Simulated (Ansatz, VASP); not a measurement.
# One calculation of FeO, two programs

Contents of INCAR:

```
PREC     = Accurate       # precision mode
ENCUT    = 520            # plane-wave cutoff, eV
EDIFF    = 1E-6           # SCF threshold, eV
ISMEAR   = 0              # smearing method
SIGMA    = 0.05           # smearing width, eV
LREAL    = F              # projectors in reciprocal space
LASPH    = T              # aspherical terms in the spheres
NELM     = 150            # most SCF steps
ALGO     = Normal         # electronic algorithm
ISIF     = 2              # what is computed and relaxed
LWAVE    = F              # write WAVECAR
LCHARG   = T              # write CHGCAR
ISPIN    = 2              # spin polarisation
MAGMOM   = 3.8 0          # initial moments
LORBIT   = 11             # projections on sites
LMAXMIX  = 4              # l up to which the mixer works
GGA      = PE             # functional
LELF     = T              # ELF
LVHAR    = T            
NBANDS   = 18             # bands
```

File KPOINTS:

```
Automatic mesh
0
Gamma
  14 14 14
```

File POSCAR:

```
FeO
1.0
    0.0000000000      2.1826099085      2.1826099085
    2.1826099085      0.0000000000      2.1826099085
    2.1826099085      2.1826099085      0.0000000000
Fe O
1 1
Direct
    0.0000000000      0.0000000000      0.0000000000
    0.5000000000      0.5000000000      0.5000000000
```

Input for Ansatz:

```yaml
crystal:
  lattice:
    - [0.0, 2.1826099085, 2.1826099085]
    - [2.1826099085, 0.0, 2.1826099085]
    - [2.1826099085, 2.1826099085, 0.0]
  atoms:
    - { symbol: Fe, position: [0.0, 0.0, 0.0], spin: 3.8 }
    - { symbol: O, position: [0.5, 0.5, 0.5] }
basis:
  ecutwfc: 420
  ecutrho_ratio: 4
kpoints:
  mp_grid: { grid: [14, 14, 14] }
hamiltonian:
  xc: pbe
scf:
  occupations: { method: gaussian, width: 0.05 }
output:
  forces: true
  stress: true
  eigenvalues: true
  populations: true
magnetization:
  spin_polarized: true
```

Alike in both runs: task single point; functional PBE; k mesh 14 × 14 × 14; occupations gaussian, width 0.05 eV; collinear spin.

|  | VASP | Ansatz |
| --- | --- | --- |
| version | VASP 6.6.1 | Ansatz 0.2.0 |
| potentials or method | VASP PAW PBE potentials, release 64 (Fe, O), cutoff 520 eV | scalar-relativistic, plane waves, PAW |
| valence electrons in the cell | 14 | 22 |

VASP gave:

| Quantity | Value |
| --- | --- |
| gap on the k mesh at the Fermi level (eV) | none |
| pressure (GPa) | -6.7 |
| net moment per atom (μB) | 2.00 |
| size of the moment on the site where the two differ most (μB) | 3.62 |

**Question.** Estimate Ansatz's values.

**Answer.** gap on the k mesh at the Fermi level (eV): none; pressure (GPa): -6.7; net moment per atom (μB): 2.00; size of the moment on the site where the two differ most (μB): 3.47.

Site moments also hang on the region over which each program counts them. A gap of «none» marks a metal or a gap that the smearing closes. The functional is the same, so the differences come from potentials, cutoffs and numerics. VASP's potentials hold 14 valence electrons a cell and Ansatz's 22, so a difference there can come from the potentials and not from the codes.
